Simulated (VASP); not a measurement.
**Sc: relaxation of cell and atoms with PBEsol**

The system is Sc.

```
Sc
1.0
    -1.84000    1.84000    1.84000
     1.84000   -1.84000    1.84000
     1.84000    1.84000   -1.84000
Sc
1
Cartesian
  0.0000 0.0000 0.0000
```

This isn't the form of Sc at room conditions, which is hcp.

- Program: VASP 6.6.1
- Task: relaxation of cell and atoms
- Functional: PBEsol
- Potentials or basis: VASP PAW PBE potentials, release 64 (Sc_sv)
- Cutoff: 500 eV
- k mesh: 7 × 7 × 7
- Occupations: fermi-dirac, width 0.05 eV
- Spin: no spin polarisation
- Dipole correction: no
- Further INCAR settings: ALGO = Normal; EDIFF = 1e-07; IBRION = 2; EDIFFG = -0.02; NSW = 80; ISIF = 3

| Item | Value |
| --- | --- |
| Relaxed volume | 23.85 Å³/atom |
| Relaxed cell | a = 3.141 Å, b = 3.141 Å, c = 3.141 Å, α = 109.47°, β = 109.47°, γ = 109.47° |
| Space group after relaxing (to 0.1 Å) | Im-3m (No. 229) |
| Energy gained by relaxing | 7.9 meV/atom |
| Ionic steps | 3 |
| Pressure after relaxing | 0.0 GPa |
| Band gap on the k mesh | zero (an odd number of electrons rules out a gap without spin polarisation) |

Step by step:
```
step  energy change (eV)  largest force (eV/Å)  pressure (GPa)  volume (Å³)
   1              0.0000                0.0000           -2.30        24.92
   2             -0.0076                0.0000            0.47        23.65
   3             -0.0079                0.0000            0.00        23.85
```

Final structure:
```cif
data_structure
_symmetry_space_group_name_H-M 'P 1'
_symmetry_Int_Tables_number 1
_cell_length_a 3.1406
_cell_length_b 3.1406
_cell_length_c 3.1406
_cell_angle_alpha 109.471
_cell_angle_beta 109.471
_cell_angle_gamma 109.471
_cell_volume 23.85
loop_
_atom_site_label
_atom_site_type_symbol
_atom_site_fract_x
_atom_site_fract_y
_atom_site_fract_z
_atom_site_occupancy
Sc1 Sc 0.00000 0.00000 0.00000 1
```

Levels at points of the mesh, in eV from the Fermi level:
```
           k point  band 2  band 3  band 4  band 5  band 6  band 7  band 8  band 9
(0.00, 0.00, 0.00)  -27.77  -27.77  -27.77   -5.32    1.47    1.47    1.47    2.97
```

Wall time 5.3 s on 1 thread of Intel(R) Xeon(R) 6975P-C (Granite Rapids) (shared host), peak memory 0.14 GiB.

Caveat: the PAW data sets were made with another functional, which shifts forces and pressure a little.
